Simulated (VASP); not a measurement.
**Ba3SrTi4O12: single point with PBEsol**

Ba3SrTi4O12:

```
Ba Sr Ti O
1.0
     7.92902    0.00000    0.00000
     0.00000    7.92902    0.00000
     0.00000    0.00000    7.92902
Ba Sr Ti O
6 2 8 24
Direct
  0.00266 0.00345 0.00274
  0.00267 0.00344 0.50274
  0.00244 0.50293 0.00261
  0.00244 0.50293 0.50260
  0.50215 0.00321 0.00261
  0.50214 0.00320 0.50262
  0.50518 0.50591 0.00594
  0.50516 0.50595 0.50593
  0.25975 0.26054 0.25716
  0.25976 0.26052 0.75716
  0.25960 0.75522 0.25756
  0.25961 0.75520 0.75756
  0.75443 0.26038 0.25760
  0.75443 0.26040 0.75760
  0.75518 0.75596 0.25768
  0.75520 0.75598 0.75768
  0.24966 0.25046 0.99451
  0.24966 0.25045 0.49450
  0.25084 0.74360 0.99479
  0.25080 0.74364 0.49479
  0.74283 0.25158 0.99478
  0.74282 0.25161 0.49477
  0.74203 0.74285 0.99484
  0.74208 0.74279 0.49484
  0.99332 0.24952 0.24720
  0.99330 0.24950 0.74719
  0.99366 0.74596 0.24743
  0.99364 0.74596 0.74745
  0.49523 0.25164 0.24586
  0.49523 0.25165 0.74586
  0.49531 0.74133 0.24595
  0.49529 0.74130 0.74589
  0.24872 0.99409 0.24718
  0.24873 0.99410 0.74723
  0.25090 0.49602 0.24587
  0.25088 0.49601 0.74585
  0.74518 0.99443 0.24746
  0.74517 0.99441 0.74743
  0.74050 0.49607 0.24589
  0.74051 0.49608 0.74594
```

```
Program             : VASP 6.6.1
Task                : single point
Functional          : PBEsol
Potentials or basis : VASP PAW PBE potentials, release 64 (Ba_sv, Sr_sv, Ti_sv, O)
Cutoff              : 600 eV
k mesh              : 1 × 1 × 1, shifted
Occupations         : fermi-dirac, width 0.05 eV
Spin                : no spin polarisation
```

```json
{"Pressure": "1.6 GPa", "Largest force": "0.163 eV/Å", "Band gap on the k mesh": "2.68 eV"}
```

Forces in eV/Å, atoms in the order of the input:
```
Ba  -0.032 -0.031 -0.033
Ba  -0.032 -0.031 -0.032
Ba  -0.034 -0.032 -0.033
Ba  -0.034 -0.032 -0.033
Ba  -0.034 -0.033 -0.034
Ba  -0.033 -0.032 -0.034
Sr  -0.019 -0.016 -0.017
Sr  -0.018 -0.018 -0.017
Ti  -0.082 -0.081 -0.088
Ti  -0.082 -0.080 -0.088
Ti  -0.090 -0.099 -0.090
Ti  -0.090 -0.098 -0.089
Ti  -0.100 -0.090 -0.091
Ti  -0.100 -0.090 -0.091
Ti  -0.094 -0.091 -0.094
Ti  -0.095 -0.092 -0.094
O    0.053  0.051  0.058
O    0.053  0.050  0.059
O    0.062  0.014  0.048
O    0.062  0.014  0.047
O    0.016  0.061  0.048
O    0.016  0.062  0.049
O    0.010  0.010  0.052
O    0.009  0.011  0.052
O    0.048  0.035  0.038
O    0.050  0.035  0.038
O    0.041  0.042  0.037
O    0.043  0.043  0.038
O    0.057  0.075  0.029
O    0.056  0.075  0.029
O    0.054 -0.013  0.031
O    0.055 -0.013  0.031
O    0.035  0.049  0.039
O    0.035  0.048  0.038
O    0.075  0.055  0.027
O    0.075  0.055  0.027
O    0.042  0.042  0.037
O    0.043  0.043  0.037
O   -0.011  0.053  0.032
O   -0.012  0.052  0.031
```

Stress tensor (GPa, compression positive):
```
1.60 0.26 0.25
0.26 1.60 0.25
0.25 0.25 1.56
```

Levels at points of the mesh, in eV from the valence-band top:
```tsv
k point	band 157	band 158	band 159	band 160	band 161	band 162	band 163	band 164
(0.25, 0.25, 0.25)	-0.10	-0.10	-0.10	0.00	2.84	2.84	2.86	2.94
```

Run time: 26 min on 1 thread of Oxide Virtual Turin-like Processor (shared host), peak memory 0.73 GiB.

Caveat: the PAW data sets were made with another functional, which shifts forces and pressure a little; spin-orbit coupling is left out, which moves the levels of the heavy elements; a shifted mesh leaves out Γ, where band edges can lie. A k mesh can miss the band edges.
